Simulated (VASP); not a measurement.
# AlCu3 (P4mm) in VASP: single point with r2SCAN

Aim: the single point of AlCu3 with r2SCAN.

Everything below comes from runs of VASP 6.6.1. Logs are shortened: lines on timing, memory, paths and dates and some standing lists are left out, and cuts for length are marked.

**1. The cell of the first run**

The structure is tetragonal, space group P4mm (No. 99). The conventional cell has a = 3.642 Å, b = 3.642 Å, c = 3.642 Å, α = 90.00°, β = 90.00°, γ = 90.00°. Within 3.3 Å of Al (site symmetry 4mm) lie 12 Cu at 2.47 to 2.68 Å. Cu (site symmetry 2mm) has 4 Al at 2.47 to 2.68 Å and 8 Cu at 2.58 Å within 3.3 Å. Cu (site symmetry 4mm) has 8 Cu at 2.58 Å and 4 Al at 2.58 Å within 3.4 Å.

**2. Single point, r2SCAN (atom 1 (Al) moved -0.150 Å towards its neighbour atom 1 (Al) at 3.642 Å)**

Contents of POSCAR:

```
AlCu3
1.0
    3.6418163350      0.0000000000      0.0000000000
    0.0000000000      3.6418163350      0.0000000000
    0.0000000000      0.0000000000      3.6418163350
Al Cu
1 3
Direct
    0.0411882386      0.0000000000      0.0000000000
    0.5000000000      0.5000000000      0.0000000000
    0.5000000000      0.0000000000      0.5000000000
    0.0000000000      0.5000000000      0.5000000000
```

Contents of INCAR.step1:

```
SYSTEM = AlCu3
ALGO = Normal
EDIFF = 1E-4
ENCUT = 520
GGA = PE
ISMEAR = 0
LASPH = .TRUE.
LCHARG = .FALSE.
LREAL = .FALSE.
LWAVE = .TRUE.
NBANDS = 26
NELM = 100
PREC = Accurate
SIGMA = 0.15
```

Contents of INCAR.step2:

```
SYSTEM = AlCu3
ALGO = Normal
EDIFF = 1E-6
ENCUT = 520
ISIF = 2
ISMEAR = 0
ISTART = 1
LASPH = .TRUE.
LCHARG = .TRUE.
LELF = .TRUE.
LMIXTAU = .TRUE.
LREAL = .FALSE.
LVHAR = .TRUE.
LWAVE = .FALSE.
METAGGA = R2SCAN
NBANDS = 26
NELM = 100
PREC = Accurate
SIGMA = 0.15
```

Contents of KPOINTS:

```
k-points
0
G
  14 14 14
  0 0 0
```

Potentials or basis: VASP PAW PBE potentials, release 64 (Al, Cu).

Command:

```bash
cat potpaw_PBE.64/Al/POTCAR potpaw_PBE.64/Cu/POTCAR > POTCAR
cp INCAR.step1 INCAR
mpirun -np 1 vasp_std > vasp.out
cp INCAR.step2 INCAR
mpirun -np 1 vasp_std > vasp.out
```

OUTCAR:

```text
SYSTEM = AlCu3
   EDIFF = 1E-6
   ENCUT = 520
   ISIF = 2
   ISMEAR = 0
   ISTART = 1
   LASPH = .TRUE.
   LREAL = .FALSE.
   METAGGA = R2SCAN
   NELM = 100
   PREC = Accurate

 ion  position               nearest neighbor table
   1  0.041  0.000  0.000-   2 2.47   3 2.47   3 2.47   2 2.47   4 2.58   4 2.58   4 2.58   4 2.58
                             2 2.68   3 2.68   3 2.68   2 2.68
   2  0.500  0.500  0.000-   1 2.47   1 2.47   4 2.58   3 2.58   4 2.58   3 2.58   3 2.58   3 2.58
                             4 2.58   4 2.58   1 2.68   1 2.68
   3  0.500  0.000  0.500-   1 2.47   1 2.47   4 2.58   2 2.58   2 2.58   2 2.58   4 2.58   2 2.58
                             4 2.58   4 2.58   1 2.68   1 2.68
   4  0.000  0.500  0.500-   2 2.58   3 2.58   2 2.58   3 2.58   2 2.58   3 2.58   2 2.58   3 2.58
                             1 2.58   1 2.58   1 2.58   1 2.58

  LATTYP: Found a simple cubic cell.
 ALAT       =     3.6418163350

  Lattice vectors:

 A1 = (   3.6418163350,   0.0000000000,   0.0000000000)
 A2 = (   0.0000000000,   3.6418163350,   0.0000000000)
 A3 = (   0.0000000000,   0.0000000000,   3.6418163350)

Analysis of symmetry for initial positions (statically):
=====================================================================
 Subroutine PRICEL returns:
 Original cell was already a primitive cell.

 Routine SETGRP: Setting up the symmetry group for a
 simple cubic supercell.

 Subroutine GETGRP returns: Found  8 space group operations
 (whereof  8 operations were pure point group operations)
 out of a pool of 48 trial point group operations.

The static configuration has the point symmetry C_4v.

Analysis of symmetry for dynamics (positions and initial velocities):
=====================================================================
 Subroutine PRICEL returns:
 Original cell was already a primitive cell.

 Routine SETGRP: Setting up the symmetry group for a
 simple cubic supercell.

 Subroutine GETGRP returns: Found  8 space group operations
 (whereof  8 operations were pure point group operations)
 out of a pool of 48 trial point group operations.

The dynamic configuration has the point symmetry C_4v.

 Subroutine INISYM returns: Found  8 space group operations
 (whereof  8 operations are pure point group operations),
 and found     1 'primitive' translations

----------------------------------------------------------------------------------------

                                     Primitive cell

  volume of cell :      48.3008

  direct lattice vectors                    reciprocal lattice vectors
     3.641816335  0.000000000  0.000000000     0.274588257  0.000000000  0.000000000
     0.000000000  3.641816335  0.000000000     0.000000000  0.274588257  0.000000000
     0.000000000  0.000000000  3.641816335     0.000000000  0.000000000  0.274588257

  length of vectors
     3.641816335  3.641816335  3.641816335     0.274588257  0.274588257  0.274588257

  position of ions in fractional coordinates (direct lattice)
     0.041188239  0.000000000  0.000000000
     0.500000000  0.500000000  0.000000000
     0.500000000  0.000000000  0.500000000
     0.000000000  0.500000000  0.500000000

  ion indices of the primitive-cell ions
   primitive index   ion index
                 1           1
                 2           2
                 3           3
                 4           4

----------------------------------------------------------------------------------------

 KPOINTS: k-points

Automatic generation of k-mesh.
 Grid dimensions read from file:
 generate k-points for:   14   14   14

 Generating k-lattice:

  Cartesian coordinates                     Fractional coordinates (reciprocal lattice)
     0.019613447  0.000000000  0.000000000     0.071428571  0.000000000  0.000000000
     0.000000000  0.019613447  0.000000000     0.000000000  0.071428571  0.000000000
     0.000000000  0.000000000  0.019613447     0.000000000  0.000000000  0.071428571

  Length of vectors
     0.019613447  0.019613447  0.019613447

  Shift w.r.t. Gamma in fractional coordinates (k-lattice)
     0.000000000  0.000000000  0.000000000

 Subroutine IBZKPT returns following result:
 ===========================================

 Found    288 irreducible k-points:

 Following reciprocal coordinates:
            Coordinates               Weight
  0.000000  0.000000  0.000000      1.000000
  0.071429  0.000000  0.000000      2.000000
  0.000000  0.071429  0.000000      4.000000
  0.142857  0.000000  0.000000      2.000000
  0.000000  0.142857  0.000000      4.000000
  0.214286  0.000000  0.000000      2.000000
[... 16 lines left out ...]
  0.071429  0.000000  0.214286      8.000000
  0.285714  0.071429  0.000000      8.000000
 [... further k-points ...]
   k-points           NKPTS =    288   k-points in BZ     NKDIM =    288   number of bands    NBANDS=     26
   number of dos      NEDOS =    301   number of ions     NIONS =      4
   total plane-waves  NPLWV =  21952
   dimension x,y,z NGX =    28 NGY =   28 NGZ =   28
   dimension x,y,z NGXF=    56 NGYF=   56 NGZF=   56
   ions per type =               1   3
   NGX,Y,Z   is equivalent  to a cutoff of  12.78, 12.78, 12.78 a.u.
   NGXF,Y,Z  is equivalent  to a cutoff of  25.56, 25.56, 25.56 a.u.
 SYSTEM =  AlCu3
   PREC   = accura    normal or accurate (medium, high low for compatibility)
   ISTART =      1    job   : 0-new  1-cont  2-samecut
   ICHARG =      0    charge: 1-file 2-atom 10-const
   ISPIN  =      1    spin polarized calculation?
   LNONCOLLINEAR =      F non collinear calculations
   LSORBIT =      F    spin-orbit coupling
   LASPH  =      T    aspherical Exc in radial PAW
   ENCUT  =  520.0 eV  38.22 Ry    6.18 a.u.   6.77  6.77  6.77*2*pi/ulx,y,z
   NELM   =    100;   NELMIN=  2; NELMDL=  0     # of ELM steps
   EDIFF  = 0.1E-05   stopping-criterion for ELM
   LREAL  =      F    real-space projection
   EDIFFG = 0.1E-04   stopping-criterion for IOM
   NSW    =      0    number of steps for IOM
   IBRION =     -1    ionic relax: 0-MD 1-quasi-New 2-CG
   NFREE  =      0    steps in history (QN), initial steepest desc. (CG)
   ISIF   =      2    stress and relaxation
   ISYM   =      2    0-nonsym 1-usesym 2-fastsym
   POTIM  = 0.5000    time-step for ionic-motion
   TEBEG  =    0.0;   TEEND  =   0.0 temperature during run
   PSTRESS=    0.0 pullay stress
   NELECT =      36.0000    total number of electrons
   NUPDOWN=      -1.0000    fix difference up-down
   EMIN   =  10.00;   EMAX   =-10.00  energy-range for DOS
   EFERMI =   0.00;   METHOD = LEGACY
   ISMEAR =     0;   SIGMA  =   0.15  broadening in eV -4-tet -1-fermi 0-gaus
   EFERMI_NEDOS =   21; number of points for ismear=-14 and -15
   IALGO  =     38    algorithm
   IMIX   =      4    mixing-type and parameters
     AMIX     =   0.40;   BMIX     =  1.00
     AMIX_MAG =   1.60;   BMIX_MAG =  1.00
  volume/ion in A,a.u.               =      12.08        81.49
  Fermi-wavevector in a.u.,A,eV,Ry     =   1.484309  2.804937 29.975987  2.203173
  Thomas-Fermi vector in A             =   2.597862
   LORBIT       =      0    0 simple, 1 ext, 2 COOP (PROOUT), +10 PAW based schemes
   METAGGA = R2SCAN    functional components
   LHFCALC =     F    Hartree Fock is set to
   AEXX    =    0.0000 exact exchange contribution
   IVDW    =     0    specifies the selected vdW correction
   LEPSILON=     F    determine dielectric tensor
   LRPA    =     F    only Hartree local field effects (RPA)
 non-spin polarized calculation
 Gauss-broadening in eV      SIGMA  =   0.15
  energy-cutoff  :      520.00
  volume of cell :       48.30
 maximum number of plane-waves:      1332
 NGX is ok and might be reduce to    28
   NGX = 13   NGY = 13   NGZ = 13

 number of electron      36.0000007 magnetization

 Free energy of the ion-electron system (eV)
  ---------------------------------------------------
  ext. energy  EPLUGINS =         0.00000000
  ---------------------------------------------------
  free energy    TOTEN  =       -39.89391098 eV

  energy without entropy =      -39.88068325  energy(sigma->0) =      -39.88729712

 E-fermi :   8.5161     XC(G=0): -13.3313

 val. band max:        8.5150329659   @ k =   0.0000   0.5000   0.2857
 cond. band min:       8.5171741179   @ k =   0.2857   0.0000   0.5000
 fundamental gap:      0.0021411520
 Fermi energy:         8.5161164611

 k-point     1 :       0.0000    0.0000    0.0000
  band No.  band energies     occupation
      1      -2.6382      2.00000
      2       2.9339      2.00000
      3       3.4590      2.00000
      4       3.5140      2.00000
      5       3.7930      2.00000
      6       3.7978      2.00000
[... 18 lines left out ...]
     25      19.8444      0.00000
     26      20.8190      0.00000

 k-point     2 :       0.0714    0.0000    0.0000
  band No.  band energies     occupation
      1      -2.5764      2.00000
      2       2.9515      2.00000
      3       3.4310      2.00000
      4       3.5467      2.00000
      5       3.8050      2.00000
      6       3.8057      2.00000
[... 18 lines left out ...]
     25      19.6118      0.00000
     26      20.5417      0.00000

 k-point     3 :       0.0000    0.0714    0.0000
  band No.  band energies     occupation
      1      -2.5762      2.00000
      2       2.9504      2.00000
      3       3.4598      2.00000
      4       3.5174      2.00000
      5       3.7987      2.00000
      6       3.8077      2.00000
[... 18 lines left out ...]
     25      19.5652      0.00000
     26      20.4399      0.00000

 k-point     4 :       0.1429    0.0000    0.0000
  band No.  band energies     occupation
      1      -2.3917      2.00000
      2       2.9849      2.00000
      3       3.3462      2.00000
      4       3.6420      2.00000
      5       3.8288      2.00000
      6       3.8288      2.00000
[... 18 lines left out ...]
     25      19.0420      0.00000
     26      19.8887      0.00000

 k-point     5 :       0.0000    0.1429    0.0000
  band No.  band energies     occupation
      1      -2.3911      2.00000
      2       2.9791      2.00000
      3       3.3858      2.00000
      4       3.6019      2.00000
      5       3.8214      2.00000
      6       3.8356      2.00000
[... 18 lines left out ...]
     25      18.9369      0.00000
     26      19.8403      0.00000

 k-point     6 :       0.2143    0.0000    0.0000
  band No.  band energies     occupation
      1      -2.0869      2.00000
      2       2.8939      2.00000
      3       3.2828      2.00000
      4       3.7909      2.00000
      5       3.8645      2.00000
      6       3.8645      2.00000
[... 427 lines left out ...]
 k-point    21 :       0.2143    0.0714    0.0000
  band No.  band energies     occupation
      1      -2.0263      2.00000
      2       2.9249      2.00000
      3       3.2941      2.00000
      4       3.7713      2.00000
      5       3.8406      2.00000
      6       3.8734      2.00000
[... 18 lines left out ...]
     25      18.6759      0.00000
     26      19.6150      0.00000

 k-point    22 :       0.0000    0.2143    0.0714
  band No.  band energies     occupation
      1      -2.0248      2.00000
      2       2.9181      2.00000
      3       3.3325      2.00000
      4       3.7272      2.00000
      5       3.8514      2.00000
      6       3.8735      2.00000
[... 18 lines left out ...]
     25      18.5568      0.00000
     26      19.5747      0.00000

 k-point    23 :       0.0714    0.0000    0.2143
  band No.  band energies     occupation
      1      -2.0250      2.00000
      2       2.9176      2.00000
      3       3.3302      2.00000
      4       3.7344      2.00000
      5       3.8412      2.00000
      6       3.8819      2.00000
[... 18 lines left out ...]
     25      18.5719      0.00000
     26      19.5928      0.00000

 k-point    24 :       0.2857    0.0714    0.0000
  band No.  band energies     occupation
      1      -1.6079      2.00000
      2       2.5219      2.00000
      3       3.3704      2.00000
      4       3.8830      2.00000
      5       3.8853      2.00000
      6       3.9832      2.00000
[... 18 lines left out ...]
     25      18.5758      0.00000
     26      19.0609      0.00000

 [... further k-points ...]

------------------------ aborting loop because EDIFF is reached ----------------------------------------

  FORCE on cell =-STRESS in cart. coord.  units (eV):
  Direction    XX          YY          ZZ          XY          YZ          ZX
  --------------------------------------------------------------------------------------
  -------------------------------------------------------------------------------------
  Total        0.3224163      0.3779170      0.3779170      0.0000000      0.0000000      0.0000000
  in kB       10.6948181     12.5358252     12.5358252      0.0000000      0.0000000      0.0000000
  external PRESSURE =      11.9221561 kB  Pullay stress =       0.0000000 kB

 VOLUME and BASIS-vectors are now :
 -----------------------------------------------------------------------------
  energy-cutoff  :      520.00
  volume of cell :       48.30
      direct lattice vectors                 reciprocal lattice vectors
     3.641816335  0.000000000  0.000000000     0.274588257  0.000000000  0.000000000
     0.000000000  3.641816335  0.000000000     0.000000000  0.274588257  0.000000000
     0.000000000  0.000000000  3.641816335     0.000000000  0.000000000  0.274588257

 POSITION                                       TOTAL-FORCE (eV/Angst)
 -----------------------------------------------------------------------------------
      0.15000      0.00000      0.00000        -1.128444     -0.000000      0.000000
      1.82091      1.82091      0.00000         0.536282      0.000000     -0.000000
      1.82091      0.00000      1.82091         0.536282      0.000000     -0.000000
      0.00000      1.82091      1.82091         0.055880      0.000000     -0.000000
 -----------------------------------------------------------------------------------
    total drift:                                0.001813      0.000000     -0.000001

  FREE ENERGIE OF THE ION-ELECTRON SYSTEM (eV)
  ---------------------------------------------------
  free  energy   TOTEN  =       -39.8939109809 eV

  energy  without entropy=      -39.8806832549  energy(sigma->0) =      -39.88729712
```

It took 29 min on 1 thread of Oxide Virtual Turin-like, shared host; peak memory 0.36 GiB.

What came out:

* Free energy: -39.8939 eV
* Pressure: 1.2 GPa
* Largest force: 1.128 eV/Å
* Band gap on the k mesh: zero (bands 18 and 19 overlap by 5.88 eV)

Forces on the atoms (eV/Å):
```
Al  -1.128  0.000  0.000
Cu   0.536  0.000  0.000
Cu   0.536  0.000  0.000
Cu   0.056  0.000  0.000
```

Stress tensor (GPa, compression positive):
```
1.07 0.00 0.00
0.00 1.25 0.00
0.00 0.00 1.25
```

Caveat: the cell differs from its parent crystal (atom 1 (Al) moved -0.150 Å towards its neighbour atom 1 (Al) at 3.642 Å); the PAW data sets were made with another functional, which shifts forces and pressure a little.
